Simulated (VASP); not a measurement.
# ZnF2 (P4_2/mnm) in VASP: relaxation of the atoms with r2SCAN

Aim: the relaxation of the atoms of ZnF2 with r2SCAN.

Program: VASP 6.6.1. These are calculated values, not measurements. Logs are shortened: lines on timing, memory, paths and dates and some standing lists are left out, and cuts for length are marked.

### Step 1. The cell of the first run

It takes space group P4_2/mnm (No. 136, tetragonal). Conventional cell: a = 4.727 Å, b = 4.727 Å, c = 3.142 Å, α = 90.00°, β = 90.00°, γ = 90.00°. Zn (site symmetry mmm) has 6 F at 2.03 to 2.05 Å within 2.7 Å. F (site symmetry m2m) has 3 Zn at 2.03 to 2.05 Å and 1 F at 2.63 Å within 2.7 Å.

### Step 2. Relaxation of the atoms, r2SCAN (11.70 Å³/atom)

File POSCAR:

```
ZnF2
1.0
    4.7268732442      0.0000000000      0.0000000000
    0.0000000000      4.7268732442      0.0000000000
    0.0000000000      0.0000000000      3.1422338924
Zn F
2 4
Direct
    0.0000000000      0.0000000000      0.0000000000
    0.5000000000      0.5000000000      0.5000000000
    0.3031916068      0.3031916068      0.0000000000
    0.1968083932      0.8031916068      0.5000000000
    0.6968083932      0.6968083932      0.0000000000
    0.8031916068      0.1968083932      0.5000000000
```

File INCAR.step1:

```
PREC = Accurate ; ENCUT = 580
ISMEAR = 0 ; SIGMA = 0.01
LREAL = F ; LASPH = T
NELM = 120 ; GGA = PE
ALGO = Normal ; EDIFF = 1E-5
LWAVE = T ; LCHARG = F
GGA_COMPAT = F ; IBRION = 2
EDIFFG = -0.01 ; NELMIN = 4
NSW = 100
```

File INCAR.step2:

```
PREC = Accurate ; ENCUT = 580
EDIFF = 1E-7 ; ISMEAR = 0
SIGMA = 0.01 ; LREAL = F
LASPH = T ; NELM = 120
ALGO = Normal ; ISIF = 2
LWAVE = F ; LCHARG = F
METAGGA = R2SCAN ; LMIXTAU = T
IBRION = 2 ; NSW = 100
EDIFFG = -0.002 ; ISTART = 1
GGA_COMPAT = F ; NELMIN = 4
```

File KPOINTS:

```
regular mesh
0
Gamma
  4 4 6
```

Potentials or basis: VASP PAW PBE potentials, release 64 (Zn, F).

Launch:

```console
$ cat potpaw_PBE.64/Zn/POTCAR potpaw_PBE.64/F/POTCAR > POTCAR
$ cp INCAR.step1 INCAR
$ mpirun -np 1 vasp_std > vasp.out
$ cp INCAR.step2 INCAR
$ mpirun -np 1 vasp_std > vasp.out
```

OUTCAR:

```text
PREC = Accurate
   ENCUT = 580
   EDIFF = 1E-7
   ISMEAR = 0
   LREAL = F
   LASPH = T
   NELM = 120
   ISIF = 2
   METAGGA = R2SCAN
   IBRION = 2
   NSW = 100
   EDIFFG = -0.002
   ISTART = 1
   NELMIN = 4

 ion  position               nearest neighbor table
   1  0.000  0.000  0.000-   3 2.03   5 2.03   4 2.05   6 2.05   4 2.05   6 2.05
   2  0.500  0.500  0.500-   4 2.03   6 2.03   5 2.05   3 2.05   3 2.05   5 2.05
   3  0.303  0.303  0.000-   1 2.03   2 2.05   2 2.05
   4  0.197  0.803  0.500-   2 2.03   1 2.05   1 2.05
   5  0.697  0.697  0.000-   1 2.03   2 2.05   2 2.05
   6  0.803  0.197  0.500-   2 2.03   1 2.05   1 2.05

  LATTYP: Found a simple tetragonal cell.
 ALAT       =     4.7268732442
 C/A-ratio  =     0.6647594996

  Lattice vectors:

 A1 = (   4.7268732442,   0.0000000000,   0.0000000000)
 A2 = (   0.0000000000,   4.7268732442,   0.0000000000)
 A3 = (   0.0000000000,   0.0000000000,   3.1422338924)

Analysis of symmetry for initial positions (statically):
=====================================================================
 Subroutine PRICEL returns:
 Original cell was already a primitive cell.

 Routine SETGRP: Setting up the symmetry group for a
 simple tetragonal supercell.

 Subroutine GETGRP returns: Found 16 space group operations
 (whereof  8 operations were pure point group operations)
 out of a pool of 16 trial point group operations.

The static configuration has the point symmetry D_2h.
 The point group associated with its full space group is D_4h.

Analysis of symmetry for dynamics (positions and initial velocities):
=====================================================================
 Subroutine PRICEL returns:
 Original cell was already a primitive cell.

 Routine SETGRP: Setting up the symmetry group for a
 simple tetragonal supercell.

 Subroutine GETGRP returns: Found 16 space group operations
 (whereof  8 operations were pure point group operations)
 out of a pool of 16 trial point group operations.

The dynamic configuration has the point symmetry D_2h.
 The point group associated with its full space group is D_4h.

 Subroutine INISYM returns: Found 16 space group operations
 (whereof  8 operations are pure point group operations),
 and found     1 'primitive' translations

----------------------------------------------------------------------------------------

                                     Primitive cell
[... 87 lines left out ...]
   NGXF,Y,Z  is equivalent  to a cutoff of  28.14, 28.14, 29.63 a.u.
 SYSTEM =  unknown system
   PREC   = accura    normal or accurate (medium, high low for compatibility)
   ISTART =      1    job   : 0-new  1-cont  2-samecut
   ICHARG =      0    charge: 1-file 2-atom 10-const
   ISPIN  =      1    spin polarized calculation?
   LNONCOLLINEAR =      F non collinear calculations
   LSORBIT =      F    spin-orbit coupling
   LASPH  =      T    aspherical Exc in radial PAW
   ENCUT  =  580.0 eV  42.63 Ry    6.53 a.u.   9.28  9.28  6.17*2*pi/ulx,y,z
   NELM   =    120;   NELMIN=  4; NELMDL=  0     # of ELM steps
   EDIFF  = 0.1E-06   stopping-criterion for ELM
   LREAL  =      F    real-space projection
   EDIFFG = -.2E-02   stopping-criterion for IOM
   NSW    =    100    number of steps for IOM
   IBRION =      2    ionic relax: 0-MD 1-quasi-New 2-CG
   NFREE  =      1    steps in history (QN), initial steepest desc. (CG)
   ISIF   =      2    stress and relaxation
   ISYM   =      2    0-nonsym 1-usesym 2-fastsym
   POTIM  = 0.5000    time-step for ionic-motion
   TEBEG  =    0.0;   TEEND  =   0.0 temperature during run
   PSTRESS=    0.0 pullay stress
   NELECT =      52.0000    total number of electrons
   NUPDOWN=      -1.0000    fix difference up-down
   EMIN   =  10.00;   EMAX   =-10.00  energy-range for DOS
   EFERMI =   0.00;   METHOD = LEGACY
   ISMEAR =     0;   SIGMA  =   0.01  broadening in eV -4-tet -1-fermi 0-gaus
   EFERMI_NEDOS =   21; number of points for ismear=-14 and -15
   IALGO  =     38    algorithm
   IMIX   =      4    mixing-type and parameters
     AMIX     =   0.40;   BMIX     =  1.00
     AMIX_MAG =   1.60;   BMIX_MAG =  1.00
  volume/ion in A,a.u.               =      11.70        78.96
  Fermi-wavevector in a.u.,A,eV,Ry     =   1.481200  2.799063 29.850563  2.193954
  Thomas-Fermi vector in A             =   2.595140
   LORBIT       =      0    0 simple, 1 ext, 2 COOP (PROOUT), +10 PAW based schemes
   METAGGA = R2SCAN    functional components
   LHFCALC =     F    Hartree Fock is set to
   AEXX    =    0.0000 exact exchange contribution
   IVDW    =     0    specifies the selected vdW correction
   LEPSILON=     F    determine dielectric tensor
   LRPA    =     F    only Hartree local field effects (RPA)
 conjugate gradient relaxation of ions
 non-spin polarized calculation
 Gauss-broadening in eV      SIGMA  =   0.01
  energy-cutoff  :      580.00
  volume of cell :       70.21
 maximum number of plane-waves:      2252
 NGX is ok and might be reduce to    40
   NGX = 19   NGY = 19   NGZ = 13

--------------------------------------- Ionic step        1  -------------------------------------------

 number of electron      52.0000002 magnetization

 Free energy of the ion-electron system (eV)
  ---------------------------------------------------
  ext. energy  EPLUGINS =         0.00000000
  ---------------------------------------------------
  free energy    TOTEN  =       -45.67229927 eV

  energy without entropy =      -45.67229927  energy(sigma->0) =      -45.67229927

------------------------ aborting loop because EDIFF is reached ----------------------------------------

  FORCE on cell =-STRESS in cart. coord.  units (eV):
  Direction    XX          YY          ZZ          XY          YZ          ZX
  --------------------------------------------------------------------------------------
  -------------------------------------------------------------------------------------
  Total       -0.5344075     -0.5344075     -0.6080050     -0.0000000      0.0000000      0.0000000
  in kB      -12.1954178    -12.1954178    -13.8749464     -0.0000000      0.0000000      0.0000000
  external PRESSURE =     -12.7552607 kB  Pullay stress =       0.0000000 kB
[... 107 lines left out ...]
--------------------------------------- Ionic step        4  -------------------------------------------

 number of electron      52.0000001 magnetization

 Free energy of the ion-electron system (eV)
  ---------------------------------------------------
  ext. energy  EPLUGINS =         0.00000000
  ---------------------------------------------------
  free energy    TOTEN  =       -45.67232453 eV

  energy without entropy =      -45.67232453  energy(sigma->0) =      -45.67232453

 E-fermi :  -1.6912     XC(G=0): -10.8842

 val. band max:       -1.7760647766   @ k =   0.0000   0.0000   0.0000
 cond. band min:       2.4192992577   @ k =   0.0000   0.0000   0.0000
 fundamental gap:      4.1953640343
 Fermi energy:        -1.6911678406

 k-point     1 :       0.0000    0.0000    0.0000
  band No.  band energies     occupation
      1     -24.7729      2.00000
      2     -24.0573      2.00000
      3     -24.0573      2.00000
      4     -24.0209      2.00000
      5      -7.9198      2.00000
      6      -7.1178      2.00000
[... 838 lines left out ...]
  FREE ENERGIE OF THE ION-ELECTRON SYSTEM (eV)
  ---------------------------------------------------
  free  energy   TOTEN  =       -45.6723245305 eV

  energy  without entropy=      -45.6723245305  energy(sigma->0) =      -45.67232453

 reached required accuracy - stopping structural energy minimisation
```

OSZICAR.step1:

```text
N       E                     dE             d eps       ncg     rms          rms(c)
DAV:   1     0.626982902454E+03    0.62698E+03   -0.29642E+04  1504   0.247E+03
DAV:   2     0.426956112777E+02   -0.58429E+03   -0.56075E+03  1675   0.568E+02
[... 25 lines left out ...]
   3 F= -.23195380E+02 E0= -.23195380E+02  d E =-.425873E-04
       N       E                     dE             d eps       ncg     rms          rms(c)
DAV:   1    -0.231952850395E+02    0.93815E-04   -0.38624E-02  1488   0.149E+00    0.320E-02
DAV:   2    -0.231954217755E+02   -0.13674E-03   -0.13837E-03  1656   0.263E-01    0.206E-02
DAV:   3    -0.231954192719E+02    0.25036E-05   -0.50180E-06  1017   0.236E-02    0.152E-02
DAV:   4    -0.231954168713E+02    0.24006E-05   -0.74430E-06   814   0.367E-02
   4 F= -.23195417E+02 E0= -.23195417E+02  d E =-.792122E-04
```

Wall time 6 min (1 thread of AMD EPYC 9R45 (Zen 5), shared host); peak memory 0.21 GiB.

What came out:

| Quantity | Value |
| --- | --- |
| Free energy | -45.6723 eV |
| Energy gained by relaxing | 0.0 meV/atom |
| Ionic steps | 4 |
| Pressure after relaxing | -1.3 GPa |
| Band gap on the k mesh | 4.20 eV |

Stress tensor (GPa, compression positive):
```
-1.21  0.00  0.00
 0.00 -1.21  0.00
 0.00  0.00 -1.37
```

Final structure:
```yaml
crystal:
  lattice:
    - [4.72687, 0.00000, 0.00000]
    - [0.00000, 4.72687, 0.00000]
    - [0.00000, 0.00000, 3.14223]
  atoms:
    - { symbol: Zn, position: [0.00000, 0.00000, 0.00000] }
    - { symbol: Zn, position: [0.50000, 0.50000, 0.50000] }
    - { symbol: F, position: [0.30334, 0.30334, 0.00000] }
    - { symbol: F, position: [0.19666, 0.80334, 0.50000] }
    - { symbol: F, position: [0.69666, 0.69666, 0.00000] }
    - { symbol: F, position: [0.80334, 0.19666, 0.50000] }
```

Levels at points of the mesh, in eV from the valence-band top:
```tsv
k point	band 22	band 23	band 24	band 25	band 26	band 27	band 28	band 29	band 30	band 31
(0.00, 0.00, 0.00)	-1.60	-1.26	-0.35	-0.35	0.00	4.20	10.15	10.42	10.42	14.11
(0.50, 0.00, 0.00)	-1.65	-0.65	-0.65	-0.43	-0.43	6.80	6.80	11.33	11.33	13.81
(0.50, 0.50, 0.00)	-1.51	-1.31	-1.31	-0.37	-0.37	7.76	7.76	9.86	9.86	15.48
(0.00, 0.00, 0.50)	-1.41	-1.27	-1.27	-1.22	-1.22	9.04	9.04	12.75	12.75	13.99
(0.50, 0.00, 0.50)	-1.87	-1.37	-1.37	-0.06	-0.06	9.60	9.60	11.13	11.13	14.84
(0.50, 0.50, 0.50)	-1.54	-1.22	-1.22	-0.79	-0.79	8.95	8.95	12.22	12.22	13.14
```

Caveat: the PAW data sets were made with another functional, which shifts forces and pressure a little.
